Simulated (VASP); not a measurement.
Here is a VASP 6.6.1 calculation.

Contents of POSCAR:

```
Si
1.0
    3.9154915123      0.0000000000      0.0000000000
   -1.9577457562      3.3909151179      0.0000000000
    0.0000000000      0.0000000000     12.8712567169
Si
8
Direct
    0.0000000000      0.0000000000      0.0005516776
    0.3333333333      0.6666666667      0.2496687367
    0.0000000000      0.0000000000      0.5005516776
    0.6666666667      0.3333333333      0.7496687367
    0.0000000000      0.0000000000      0.1869483224
    0.3333333333      0.6666666667      0.4378312633
    0.0000000000      0.0000000000      0.6869483224
    0.6666666667      0.3333333333      0.9378312633
```

The input INCAR.step1:

```
PREC = Accurate
ENCUT = 520
ISMEAR = 0
SIGMA = 0.01
LREAL = F
LASPH = T
NELM = 100
NBANDS = 26
GGA = PE
ALGO = Normal
EDIFF = 1E-4
LWAVE = T
LCHARG = F
```

The input INCAR.step2:

```
PREC = Accurate
ENCUT = 520
EDIFF = 1E-6
ISMEAR = 0
SIGMA = 0.01
LREAL = F
LASPH = T
NELM = 100
ALGO = Normal
ISIF = 2
LWAVE = F
LCHARG = F
METAGGA = R2SCAN
LMIXTAU = T
NBANDS = 26
ISTART = 1
```

The input KPOINTS:

```
regular mesh
0
Gamma
  6 6 2
```

Potentials or basis: VASP PAW PBE potentials, release 64 (Si).

Launch:

```sh
$ cat potpaw_PBE.64/Si/POTCAR > POTCAR
$ cp INCAR.step1 INCAR
$ mpirun -np 1 vasp_std > vasp.out
$ cp INCAR.step2 INCAR
$ mpirun -np 1 vasp_std > vasp.out
```

(1) Predict the largest force.

(2) What does it give for the pressure?

(3) Predict the band gap on the k mesh.

Answers

(1) 0.024 eV/Å.

(2) -5.2 GPa.

(3) 0.88 eV (least direct gap 1.42 eV).

Caveat: the cell stands under tension; the PAW data sets were made with another functional, which shifts forces and pressure a little.
